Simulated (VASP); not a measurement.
Here is a VASP 6.6.1 calculation.

File INCAR:

```
SYSTEM = W
  PREC = Accurate
  ENCUT = 520
  EDIFF = 1E-6
  ISMEAR = -1
  SIGMA = 0.1
  LREAL = .False.
  LASPH = .True.
  NELM = 100
  ALGO = Normal
  ISIF = 2
  LWAVE = .False.
  LCHARG = .False.
  GGA = RP
  NBANDS = 21
```

KPOINTS

```
Automatic mesh
0
Gamma
  15 15 7
  0 0 0
```

The input POSCAR:

```
W
1.0
    2.7117059167      0.0000000000      0.0000000000
   -1.3558529584      2.3484062115      0.0000000000
    0.0000000000      0.0000000000      4.8381323899
W
2
Direct
    0.3333333333      0.6666666667      0.2500000000
    0.6666666667      0.3333333333      0.7500000000
```

Potentials or basis: VASP PAW PBE potentials, release 64 (W_sv).

Command:

```console
$ cat potpaw_PBE.64/W_sv/POTCAR > POTCAR
$ mpirun -np 1 vasp_std > vasp.out
```

(1) What does it give for the pressure?

(2) Predict the band gap on the k mesh.

## Answers

(1) 27.5 GPa.

(2) zero (band 14 reaches 12.88 eV, above the bottom of band 15 at 11.17 eV).

Caveat: the PAW data sets were made with another functional, which shifts forces and pressure a little; spin-orbit coupling is left out, which moves the levels of the heavy elements.
